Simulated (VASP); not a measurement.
# Zn3Cu (Cmmm) in VASP: single point with LDA

Aim: the single point of Zn3Cu with LDA.

Program: VASP 6.6.1. These are calculated values, not measurements. Logs are shortened: lines on timing, memory, paths and dates and some standing lists are left out, and cuts for length are marked.

### 1 The cell of the first run

It takes space group Cmmm (No. 65, orthorhombic). Conventional cell: a = 3.030 Å, b = 4.333 Å, c = 8.541 Å, α = 90.00°, β = 90.00°, γ = 90.00°. Zn (site symmetry mm2) has 4 Cu at 2.52 to 2.96 Å and 10 Zn at 2.64 to 3.13 Å within 3.3 Å. Within 3.5 Å of Zn (site symmetry mmm) lie 14 Zn at 2.64 to 3.13 Å. Cu (site symmetry mmm) has 8 Zn at 2.52 to 2.96 Å and 6 Cu at 2.64 to 3.03 Å within 3.3 Å.

### 2 Single point, LDA

Contents of INCAR:

```
PREC     = Accurate       # precision mode
ENCUT    = 520            # plane-wave cutoff, eV
EDIFF    = 1E-7           # SCF threshold, eV
ISMEAR   = 0              # smearing method
SIGMA    = 0.05           # smearing width, eV
LREAL    = False          # projectors in reciprocal space
LASPH    = True           # aspherical terms in the spheres
NELM     = 80             # most SCF steps
ALGO     = Normal         # electronic algorithm
ISIF     = 2              # what is computed and relaxed
LWAVE    = False          # write WAVECAR
LCHARG   = True           # write CHGCAR
LELF     = True           # ELF
LVHAR    = True         
NBANDS   = 32             # bands
```

Contents of KPOINTS:

```
Automatic mesh
0
Gamma
  16 16 6
```

Contents of POSCAR:

```
Zn3Cu
1.0
    1.5150060000     -2.1665900000      0.0000000000
    1.5150060000      2.1665900000      0.0000000000
    0.0000000000      0.0000000000      8.5410380000
Zn Cu
3 1
Direct
    0.5000000000      0.5000000000      0.7636800000
    0.0000000000      0.0000000000      0.5000000000
    0.5000000000      0.5000000000      0.2363200000
    0.0000000000      0.0000000000      0.0000000000
```

Potentials or basis: VASP PAW LDA potentials, release 64 (Zn, Cu).

Command:

```sh
> cat potpaw_LDA.64/Zn/POTCAR potpaw_LDA.64/Cu/POTCAR > POTCAR
> mpirun -np 1 vasp_std > vasp.out
```

OUTCAR:

```text
PREC = Accurate
   ENCUT = 520
   EDIFF = 1E-7
   ISMEAR = 0
   LREAL = False
   LASPH = True
   NELM = 80
   ISIF = 2

 ion  position               nearest neighbor table
   1  0.500  0.500  0.764-   4 2.52   4 2.52   2 2.71   2 2.71
   2  0.000  0.000  0.500-   1 2.71   3 2.71   1 2.71   3 2.71
   3  0.500  0.500  0.236-   4 2.52   4 2.52   2 2.71   2 2.71
   4  0.000  0.000  0.000-   1 2.52   3 2.52   1 2.52   3 2.52

  LATTYP: Found a base centered orthorhombic cell.
 ALAT       =     3.0300120000
 B/A-ratio  =     1.4300867455
 C/A-ratio  =     2.8188132588

  Lattice vectors:

 A1 = (   1.5150060000,  -2.1665900000,   0.0000000000)
 A2 = (   1.5150060000,   2.1665900000,   0.0000000000)
 A3 = (   0.0000000000,   0.0000000000,   8.5410380000)

Analysis of symmetry for initial positions (statically):
=====================================================================
 Subroutine PRICEL returns:
 Original cell was already a primitive cell.

 Routine SETGRP: Setting up the symmetry group for a
 base centered orthorhombic supercell.

 Subroutine GETGRP returns: Found  8 space group operations
 (whereof  8 operations were pure point group operations)
 out of a pool of  8 trial point group operations.

The static configuration has the point symmetry D_2h.

Analysis of symmetry for dynamics (positions and initial velocities):
=====================================================================
 Subroutine PRICEL returns:
 Original cell was already a primitive cell.

 Routine SETGRP: Setting up the symmetry group for a
 base centered orthorhombic supercell.

 Subroutine GETGRP returns: Found  8 space group operations
 (whereof  8 operations were pure point group operations)
 out of a pool of  8 trial point group operations.

The dynamic configuration has the point symmetry D_2h.

 Subroutine INISYM returns: Found  8 space group operations
 (whereof  8 operations are pure point group operations),
 and found     1 'primitive' translations

----------------------------------------------------------------------------------------

                                     Primitive cell

  volume of cell :      56.0702

  direct lattice vectors                    reciprocal lattice vectors
     1.515006000 -2.166590000  0.000000000     0.330031696 -0.230777397  0.000000000
     1.515006000  2.166590000  0.000000000     0.330031696  0.230777397  0.000000000
     0.000000000  0.000000000  8.541038000     0.000000000  0.000000000  0.117081788

[... 82 lines left out ...]
   LNONCOLLINEAR =      F non collinear calculations
   LSORBIT =      F    spin-orbit coupling
   LASPH  =      T    aspherical Exc in radial PAW
   ENCUT  =  520.0 eV  38.22 Ry    6.18 a.u.   4.92  4.92 15.88*2*pi/ulx,y,z
   NELM   =     80;   NELMIN=  2; NELMDL= -5     # of ELM steps
   EDIFF  = 0.1E-06   stopping-criterion for ELM
   LREAL  =      F    real-space projection
   EDIFFG = 0.1E-05   stopping-criterion for IOM
   NSW    =      0    number of steps for IOM
   IBRION =     -1    ionic relax: 0-MD 1-quasi-New 2-CG
   NFREE  =      0    steps in history (QN), initial steepest desc. (CG)
   ISIF   =      2    stress and relaxation
   ISYM   =      2    0-nonsym 1-usesym 2-fastsym
   POTIM  = 0.5000    time-step for ionic-motion
   TEBEG  =    0.0;   TEEND  =   0.0 temperature during run
   PSTRESS=    0.0 pullay stress
   NELECT =      47.0000    total number of electrons
   NUPDOWN=      -1.0000    fix difference up-down
   EMIN   =  10.00;   EMAX   =-10.00  energy-range for DOS
   EFERMI =   0.00;   METHOD = LEGACY
   ISMEAR =     0;   SIGMA  =   0.05  broadening in eV -4-tet -1-fermi 0-gaus
   EFERMI_NEDOS =   21; number of points for ismear=-14 and -15
   IALGO  =     38    algorithm
   IMIX   =      4    mixing-type and parameters
     AMIX     =   0.40;   BMIX     =  1.00
     AMIX_MAG =   1.60;   BMIX_MAG =  1.00
  volume/ion in A,a.u.               =      14.02        94.60
  Fermi-wavevector in a.u.,A,eV,Ry     =   1.543584  2.916950 32.417933  2.382651
  Thomas-Fermi vector in A             =   2.649226
   LORBIT       =      0    0 simple, 1 ext, 2 COOP (PROOUT), +10 PAW based schemes
   GGA     = CA    functional components
   LHFCALC =     F    Hartree Fock is set to
   AEXX    =    0.0000 exact exchange contribution
   IVDW    =     0    specifies the selected vdW correction
   LEPSILON=     F    determine dielectric tensor
   LRPA    =     F    only Hartree local field effects (RPA)
 non-spin polarized calculation
 Gauss-broadening in eV      SIGMA  =   0.05
  energy-cutoff  :      520.00
  volume of cell :       56.07
 maximum number of plane-waves:      1536
   NGX =  9   NGY =  9   NGZ = 31

 number of electron      47.0000061 magnetization

 Free energy of the ion-electron system (eV)
  ---------------------------------------------------
  ext. energy  EPLUGINS =         0.00000000
  ---------------------------------------------------
  free energy    TOTEN  =       -10.16562854 eV

  energy without entropy =      -10.16430233  energy(sigma->0) =      -10.16496543

 E-fermi :   4.1035     XC(G=0): -12.2894

 val. band max:        4.1023820141   @ k =   0.5000   0.3750   0.1667
 cond. band min:       4.1089456053   @ k =   0.3750   0.3125   0.1667
 fundamental gap:      0.0065635913
 Fermi energy:         4.1035227805

 k-point     1 :       0.0000    0.0000    0.0000
  band No.  band energies     occupation
      1      -6.4448      2.00000
      2      -4.9138      2.00000
      3      -4.6959      2.00000
      4      -4.1586      2.00000
      5      -4.0425      2.00000
      6      -4.0225      2.00000
[... 829 lines left out ...]
     31      18.9077      0.00000
     32      19.4345      0.00000

 [... further k-points ...]
[... 5 lines left out ...]
  --------------------------------------------------------------------------------------
  -------------------------------------------------------------------------------------
  Total       -3.1795133     -3.3515744     -3.4837700     -0.0000000      0.0000000      0.0000000
  in kB      -90.8530453    -95.7696086    -99.5470339     -0.0000000      0.0000000      0.0000000
  external PRESSURE =     -95.3898959 kB  Pullay stress =       0.0000000 kB

 VOLUME and BASIS-vectors are now :
 -----------------------------------------------------------------------------
  energy-cutoff  :      520.00
  volume of cell :       56.07
      direct lattice vectors                 reciprocal lattice vectors
     1.515006000 -2.166590000  0.000000000     0.330031696 -0.230777397  0.000000000
     1.515006000  2.166590000  0.000000000     0.330031696  0.230777397  0.000000000
     0.000000000  0.000000000  8.541038000     0.000000000  0.000000000  0.117081788

 POSITION                                       TOTAL-FORCE (eV/Angst)
 -----------------------------------------------------------------------------------
      1.51501      0.00000      6.52262         0.000000      0.000000      0.067487
      0.00000      0.00000      4.27052        -0.000000      0.000000      0.000000
      1.51501      0.00000      2.01842         0.000000      0.000000     -0.067487
      0.00000      0.00000      0.00000        -0.000000      0.000000      0.000000
 -----------------------------------------------------------------------------------
    total drift:                               -0.000000      0.000000      0.000000

  FREE ENERGIE OF THE ION-ELECTRON SYSTEM (eV)
  ---------------------------------------------------
  free  energy   TOTEN  =       -10.1656285403 eV

  energy  without entropy=      -10.1643023273  energy(sigma->0) =      -10.16496543
```

OSZICAR:

```text
N       E                     dE             d eps       ncg     rms          rms(c)
DAV:   1     0.304651372421E+03    0.30465E+03   -0.22080E+04 19424   0.240E+03
DAV:   2     0.124418315409E+02   -0.29221E+03   -0.27769E+03 18760   0.407E+02
DAV:   3    -0.111598608980E+02   -0.23602E+02   -0.23117E+02 21432   0.133E+02
DAV:   4    -0.115056731761E+02   -0.34581E+00   -0.34560E+00 20664   0.170E+01
DAV:   5    -0.115105149067E+02   -0.48417E-02   -0.48413E-02 22000   0.216E+00    0.989E+00
DAV:   6    -0.111773303131E+02    0.33318E+00   -0.14388E+01 25160   0.717E+01    0.650E+00
DAV:   7    -0.101829204520E+02    0.99441E+00   -0.34806E+00 22768   0.623E+01    0.333E+00
DAV:   8    -0.101813494883E+02    0.15710E-02   -0.31970E-01 21912   0.719E+00    0.169E+00
DAV:   9    -0.101660058847E+02    0.15344E-01   -0.47341E-02 22480   0.641E+00    0.243E-01
DAV:  10    -0.101655580564E+02    0.44783E-03   -0.54091E-03 22592   0.243E+00    0.785E-02
DAV:  11    -0.101656045204E+02   -0.46464E-04   -0.14683E-03 23952   0.547E-01    0.298E-02
DAV:  12    -0.101656291530E+02   -0.24633E-04   -0.35510E-04 22568   0.532E-01    0.234E-02
DAV:  13    -0.101656284531E+02    0.69982E-06   -0.67097E-05 22176   0.326E-01    0.949E-03
DAV:  14    -0.101656286090E+02   -0.15585E-06   -0.18400E-05 22984   0.771E-02    0.341E-03
DAV:  15    -0.101656286378E+02   -0.28866E-07   -0.23230E-06 24136   0.214E-02    0.197E-03
DAV:  16    -0.101656285403E+02    0.97552E-07   -0.15979E-07 14224   0.230E-02
   1 F= -.10165629E+02 E0= -.10164965E+02  d E =-.132621E-02
```

Wall time 5.4 min (1 thread of AMD EPYC 9R45 (Zen 5), shared host); peak memory 0.47 GiB.

What came out:

```yaml
Free_energy: -10.1656 eV
Pressure: -9.5 GPa
Largest_force: 0.067 eV/Å
Band_gap_on_the_k_mesh: zero (an odd number of electrons rules out a gap without spin polarisation)
```

Forces in eV/Å, atoms in the order of the input:
```
Zn   0.000  0.000  0.067
Zn   0.000  0.000  0.000
Zn   0.000  0.000 -0.067
Cu   0.000  0.000  0.000
```

Caveat: the cell stands under tension.
